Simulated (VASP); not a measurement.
# InSb3 (R-3m) in VASP: single point with PBE

Aim: the single point of InSb3 with PBE.

Program: VASP 6.6.1. These are calculated values, not measurements. Logs are shortened: lines on timing, memory, paths and dates and some standing lists are left out, and cuts for length are marked.

**1. The cell of the first run**

It takes space group R-3m (No. 166, trigonal). Conventional cell: a = 8.134 Å, b = 8.134 Å, c = 11.459 Å, α = 90.00°, β = 90.00°, γ = 120.00°. In (site symmetry 3m) has 6 Sb at 2.88 to 3.28 Å within 3.8 Å. Within 3.2 Å of Sb (site symmetry m) lie 2 Sb at 2.44 Å and 1 In at 2.88 Å.

**2. Single point, PBE**

File INCAR:

```
SYSTEM = InSb3
  ALGO = Normal
  EDIFF = 1E-6
  ENCUT = 520
  GGA = PE
  ISIF = 2
  ISMEAR = -1
  LASPH = .TRUE.
  LCHARG = .FALSE.
  LREAL = .FALSE.
  LWAVE = .FALSE.
  NBANDS = 38
  NELM = 60
  PREC = Accurate
  SIGMA = 0.1
```

File KPOINTS:

```
k-points
0
G
  6 6 6
  0 0 0
```

File POSCAR:

```
InSb3
1.0
    4.0669840000      2.3480750000      3.8197000000
   -4.0669840000      2.3480750000      3.8197000000
    0.0000000000     -4.6961490000      3.8197000000
In Sb
2 6
Direct
    0.2690000000      0.2690000000      0.2690000000
    0.7310000000      0.7310000000      0.7310000000
    0.7970000000      0.2520000000      0.7970000000
    0.7970000000      0.7970000000      0.2520000000
    0.2520000000      0.7970000000      0.7970000000
    0.2030000000      0.7480000000      0.2030000000
    0.7480000000      0.2030000000      0.2030000000
    0.2030000000      0.2030000000      0.7480000000
```

Potentials or basis: VASP PAW PBE potentials, release 64 (In_d, Sb).

On the command line:

```bash
$ cat potpaw_PBE.64/In_d/POTCAR potpaw_PBE.64/Sb/POTCAR > POTCAR
$ mpirun -np 1 vasp_std > vasp.out
```

OUTCAR:

```text
SYSTEM = InSb3
   EDIFF = 1E-6
   ENCUT = 520
   GGA = PE
   ISIF = 2
   ISMEAR = -1
   LASPH = .TRUE.
   LREAL = .FALSE.
   NELM = 60
   PREC = Accurate

 ion  position               nearest neighbor table
   1  0.269  0.269  0.269-   6 2.88   7 2.88   8 2.88   8 3.28   6 3.28   7 3.28
   2  0.731  0.731  0.731-   3 2.88   5 2.88   4 2.88   4 3.28   5 3.28   3 3.28
   3  0.797  0.252  0.797-   8 2.44   7 2.44   2 2.88   2 3.28   7 3.68   8 3.68   5 3.70   4 3.70

   4  0.797  0.797  0.252-   6 2.44   7 2.44   2 2.88   2 3.28   7 3.68   6 3.68   5 3.70   3 3.70

   5  0.252  0.797  0.797-   8 2.44   6 2.44   2 2.88   2 3.28   6 3.68   8 3.68   3 3.70   4 3.70

   6  0.203  0.748  0.203-   4 2.44   5 2.44   1 2.88   1 3.28   5 3.68   4 3.68   7 3.70   8 3.70

   7  0.748  0.203  0.203-   4 2.44   3 2.44   1 2.88   1 3.28   3 3.68   4 3.68   6 3.70   8 3.70

   8  0.203  0.203  0.748-   3 2.44   5 2.44   1 2.88   1 3.28   3 3.68   5 3.68   6 3.70   7 3.70

  LATTYP: Found a trigonal (rhomboedric) cell.
 ALAT       =     6.0534224634
 COS(alpha) =     0.0972384424

  Lattice vectors:

 A1 = (   4.0669840000,   2.3480750000,   3.8197000000)
 A2 = (  -4.0669840000,   2.3480750000,   3.8197000000)
 A3 = (   0.0000000000,  -4.6961490000,   3.8197000000)

Analysis of symmetry for initial positions (statically):
=====================================================================
 Subroutine PRICEL returns:
 Original cell was already a primitive cell.

 Routine SETGRP: Setting up the symmetry group for a
 trigonal (rhombohedral) supercell.

 Subroutine GETGRP returns: Found 12 space group operations
 (whereof 12 operations were pure point group operations)
 out of a pool of 12 trial point group operations.

The static configuration has the point symmetry D_3d.

Analysis of symmetry for dynamics (positions and initial velocities):
=====================================================================
 Subroutine PRICEL returns:
 Original cell was already a primitive cell.

 Routine SETGRP: Setting up the symmetry group for a
 trigonal (rhombohedral) supercell.

 Subroutine GETGRP returns: Found 12 space group operations
 (whereof 12 operations were pure point group operations)
 out of a pool of 12 trial point group operations.

The dynamic configuration has the point symmetry D_3d.

 Subroutine INISYM returns: Found 12 space group operations
 (whereof 12 operations are pure point group operations),
 and found     1 'primitive' translations

----------------------------------------------------------------------------------------

                                     Primitive cell

  volume of cell :     218.8592

  direct lattice vectors                    reciprocal lattice vectors
     4.066984000  2.348075000  3.819700000     0.122941226  0.070980139  0.087266882
    -4.066984000  2.348075000  3.819700000    -0.122941226  0.070980139  0.087266882
     0.000000000 -4.696149000  3.819700000     0.000000000 -0.141960278  0.087266901

  length of vectors
     6.053422433  6.053422433  6.053422463     0.166638033  0.166638033  0.166638029

  position of ions in fractional coordinates (direct lattice)
     0.269000000  0.269000000  0.269000000
     0.731000000  0.731000000  0.731000000
     0.797000000  0.252000000  0.797000000
     0.797000000  0.797000000  0.252000000
     0.252000000  0.797000000  0.797000000
     0.203000000  0.748000000  0.203000000
     0.748000000  0.203000000  0.203000000
     0.203000000  0.203000000  0.748000000

  ion indices of the primitive-cell ions
   primitive index   ion index
                 1           1
                 2           2
                 3           3
                 4           4
                 5           5
                 6           6
                 7           7
                 8           8

----------------------------------------------------------------------------------------

 KPOINTS: k-points

Automatic generation of k-mesh.
 Grid dimensions read from file:
 generate k-points for:    6    6    6

 Generating k-lattice:

  Cartesian coordinates                     Fractional coordinates (reciprocal lattice)
     0.020490204  0.011830023  0.014544480     0.166666667  0.000000000 -0.000000000
    -0.020490204  0.011830023  0.014544480     0.000000000  0.166666667 -0.000000000
     0.000000000 -0.023660046  0.014544483     0.000000000  0.000000000  0.166666667

  Length of vectors
     0.027773005  0.027773005  0.027773005

  Shift w.r.t. Gamma in fractional coordinates (k-lattice)
     0.000000000  0.000000000  0.000000000

 Subroutine IBZKPT returns following result:
 ===========================================

 Found     32 irreducible k-points:

 Following reciprocal coordinates:
            Coordinates               Weight
  0.000000  0.000000  0.000000      1.000000
  0.166667  0.000000 -0.000000      6.000000
  0.333333 -0.000000 -0.000000      6.000000
  0.500000  0.000000 -0.000000      3.000000
  0.166667  0.166667 -0.000000      6.000000
  0.333333  0.166667 -0.000000     12.000000
[... 16 lines left out ...]
  0.500000  0.500000  0.166667      6.000000
 -0.333333  0.500000  0.166667     12.000000
 [... further k-points ...]
   k-points           NKPTS =     32   k-points in BZ     NKDIM =     32   number of bands    NBANDS=     38
   number of dos      NEDOS =    301   number of ions     NIONS =      8
   total plane-waves  NPLWV = 110592
   dimension x,y,z NGX =    48 NGY =   48 NGZ =   48
   dimension x,y,z NGXF=    96 NGYF=   96 NGZF=   96
   ions per type =               2   6
   NGX,Y,Z   is equivalent  to a cutoff of  13.18, 13.18, 13.18 a.u.
   NGXF,Y,Z  is equivalent  to a cutoff of  26.36, 26.36, 26.36 a.u.
 SYSTEM =  InSb3
   PREC   = accura    normal or accurate (medium, high low for compatibility)
   ISTART =      0    job   : 0-new  1-cont  2-samecut
   ICHARG =      2    charge: 1-file 2-atom 10-const
   ISPIN  =      1    spin polarized calculation?
   LNONCOLLINEAR =      F non collinear calculations
   LSORBIT =      F    spin-orbit coupling
   LASPH  =      T    aspherical Exc in radial PAW
   ENCUT  =  520.0 eV  38.22 Ry    6.18 a.u.  11.26 11.26 11.26*2*pi/ulx,y,z
   NELM   =     60;   NELMIN=  2; NELMDL= -5     # of ELM steps
   EDIFF  = 0.1E-05   stopping-criterion for ELM
   LREAL  =      F    real-space projection
   EDIFFG = 0.1E-04   stopping-criterion for IOM
   NSW    =      0    number of steps for IOM
   IBRION =     -1    ionic relax: 0-MD 1-quasi-New 2-CG
   NFREE  =      0    steps in history (QN), initial steepest desc. (CG)
   ISIF   =      2    stress and relaxation
   ISYM   =      2    0-nonsym 1-usesym 2-fastsym
   POTIM  = 0.5000    time-step for ionic-motion
   TEBEG  =    0.0;   TEEND  =   0.0 temperature during run
   PSTRESS=    0.0 pullay stress
   NELECT =      56.0000    total number of electrons
   NUPDOWN=      -1.0000    fix difference up-down
   EMIN   =  10.00;   EMAX   =-10.00  energy-range for DOS
   EFERMI =   0.00;   METHOD = LEGACY
   ISMEAR =    -1;   SIGMA  =   0.10  broadening in eV -4-tet -1-fermi 0-gaus
   EFERMI_NEDOS =   21; number of points for ismear=-14 and -15
   IALGO  =     38    algorithm
   IMIX   =      4    mixing-type and parameters
     AMIX     =   0.40;   BMIX     =  1.00
     AMIX_MAG =   1.60;   BMIX_MAG =  1.00
  volume/ion in A,a.u.               =      27.36       184.62
  Fermi-wavevector in a.u.,A,eV,Ry     =   1.039320  1.964030 14.696819  1.080186
  Thomas-Fermi vector in A             =   2.173845
   LORBIT       =      0    0 simple, 1 ext, 2 COOP (PROOUT), +10 PAW based schemes
   GGA     = PE    functional components
   LHFCALC =     F    Hartree Fock is set to
   AEXX    =    0.0000 exact exchange contribution
   IVDW    =     0    specifies the selected vdW correction
   LEPSILON=     F    determine dielectric tensor
   LRPA    =     F    only Hartree local field effects (RPA)
 non-spin polarized calculation
  energy-cutoff  :      520.00
  volume of cell :      218.86
 maximum number of plane-waves:      5919
 NGX is ok and might be reduce to    48
   NGX = 23   NGY = 23   NGZ = 23

 number of electron      56.0000004 magnetization

 Free energy of the ion-electron system (eV)
  ---------------------------------------------------
  ext. energy  EPLUGINS =         0.00000000
  ---------------------------------------------------
  free energy    TOTEN  =       -24.06049432 eV

  energy without entropy =      -23.99299383  energy(sigma->0) =      -24.02674407

 E-fermi :   7.7398     XC(G=0):  -9.8160

 val. band max:        7.6978388607   @ k =   0.5000   0.5000   0.3333
 cond. band min:       7.7429376177   @ k =   0.5000   0.5000   0.1667
 fundamental gap:      0.0450987571
 Fermi energy:         7.7398025353

 k-point     1 :       0.0000    0.0000    0.0000
  band No.  band energies     occupation
      1      -6.9118      2.00000
      2      -6.9118      2.00000
      3      -6.8627      2.00000
      4      -6.8627      2.00000
      5      -6.8126      2.00000
      6      -6.8092      2.00000
[... 30 lines left out ...]
     37      14.4142      0.00000
     38      14.6266      0.00000

 k-point     2 :       0.1667    0.0000   -0.0000
  band No.  band energies     occupation
      1      -6.9116      2.00000
      2      -6.9088      2.00000
      3      -6.8647      2.00000
      4      -6.8612      2.00000
      5      -6.8135      2.00000
      6      -6.8103      2.00000
[... 30 lines left out ...]
     37      13.5409      0.00000
     38      13.5873      0.00000

 k-point     3 :       0.3333   -0.0000   -0.0000
  band No.  band energies     occupation
      1      -6.9104      2.00000
      2      -6.9018      2.00000
      3      -6.8696      2.00000
      4      -6.8590      2.00000
      5      -6.8153      2.00000
      6      -6.8119      2.00000
[... 30 lines left out ...]
     37      12.8073      0.00000
[... 781 lines left out ...]
 k-point    23 :       0.5000    0.5000    0.1667
  band No.  band energies     occupation
      1      -6.9054      2.00000
      2      -6.8677      2.00000
      3      -6.8640      2.00000
      4      -6.8579      2.00000
      5      -6.8277      2.00000
      6      -6.8107      2.00000
[... 30 lines left out ...]
     37      11.7223      0.00000
     38      11.7713      0.00000

 k-point    24 :      -0.3333    0.5000    0.1667
  band No.  band energies     occupation
      1      -6.9113      2.00000
      2      -6.8706      2.00000
      3      -6.8666      2.00000
      4      -6.8587      2.00000
      5      -6.8219      2.00000
      6      -6.8119      2.00000
[... 30 lines left out ...]
     37      11.9434      0.00000
     38      12.3137      0.00000

 [... further k-points ...]
[... 5 lines left out ...]
  --------------------------------------------------------------------------------------
  -------------------------------------------------------------------------------------
  Total       36.5353621     36.5353733     21.4567039      0.0000000      0.0000019      0.0000000
  in kB      267.4601765    267.4602584    157.0755968      0.0000000      0.0000137      0.0000000
  external PRESSURE =     230.6653439 kB  Pullay stress =       0.0000000 kB

 VOLUME and BASIS-vectors are now :
 -----------------------------------------------------------------------------
  energy-cutoff  :      520.00
  volume of cell :      218.86
      direct lattice vectors                 reciprocal lattice vectors
     4.066984000  2.348075000  3.819700000     0.122941226  0.070980139  0.087266882
    -4.066984000  2.348075000  3.819700000    -0.122941226  0.070980139  0.087266882
     0.000000000 -4.696149000  3.819700000     0.000000000 -0.141960278  0.087266901

 POSITION                                       TOTAL-FORCE (eV/Angst)
 -----------------------------------------------------------------------------------
      0.00000      0.00000      3.08250         0.000000     -0.000000     -0.276039
      0.00000      0.00000      8.37660         0.000000      0.000000      0.276039
      2.21651     -1.27970      7.05117        -4.031023      2.327312     -5.334231
      0.00000      2.55940      7.05117         0.000000     -4.654625     -5.334231
     -2.21651     -1.27970      7.05117         4.031023      2.327312     -5.334231
     -2.21651      1.27970      4.40793         4.031023     -2.327312      5.334231
      2.21651      1.27970      4.40793        -4.031023     -2.327312      5.334231
      0.00000     -2.55940      4.40793         0.000000      4.654625      5.334231
 -----------------------------------------------------------------------------------
    total drift:                               -0.000000     -0.000000      0.000000

  FREE ENERGIE OF THE ION-ELECTRON SYSTEM (eV)
  ---------------------------------------------------
  free  energy   TOTEN  =       -24.0604943152 eV

  energy  without entropy=      -23.9929938344  energy(sigma->0) =      -24.02674407
```

It used 570 s of CPU time on 1 thread of AMD EPYC 7R13 Processor (Zen 3), on a shared host.

What came out:

```yaml
Free_energy: -24.0605 eV
Pressure: 23.1 GPa
Largest_force: 7.080 eV/Å
Band_gap_on_the_k_mesh: zero (band 28 reaches 8.19 eV, above the bottom of band 29 at 7.15 eV)
```

Forces in eV/Å, atoms in the order of the input:
```
In   0.000  0.000 -0.276
In   0.000  0.000  0.276
Sb  -4.031  2.327 -5.334
Sb   0.000 -4.655 -5.334
Sb   4.031  2.327 -5.334
Sb   4.031 -2.327  5.334
Sb  -4.031 -2.327  5.334
Sb   0.000  4.655  5.334
```

Stress tensor (GPa, compression positive):
```
26.75  0.00  0.00
 0.00 26.75  0.00
 0.00  0.00 15.71
```

Levels at points of the mesh, in eV from the Fermi level:
| k point | band 26 | band 27 | band 28 | band 29 | band 30 | band 31 |
| --- | --- | --- | --- | --- | --- | --- |
| (0.00, 0.00, 0.00) | -2.16 | -1.24 | -0.75 | -0.40 | -0.40 | 1.82 |
| (0.50, 0.00, 0.00) | -1.22 | -0.93 | -0.67 | 0.13 | 1.92 | 2.44 |
| (0.50, 0.50, 0.00) | -0.61 | -0.53 | -0.07 | 1.02 | 1.38 | 2.21 |
| (0.50, 0.50, 0.50) | 0.12 | 0.45 | 0.45 | 1.38 | 1.45 | 1.59 |

Caveat: spin-orbit coupling is left out, which moves the levels of the heavy elements; forces of over 1 eV/Å act on the atoms, so gaps and moduli don't describe the material at rest.
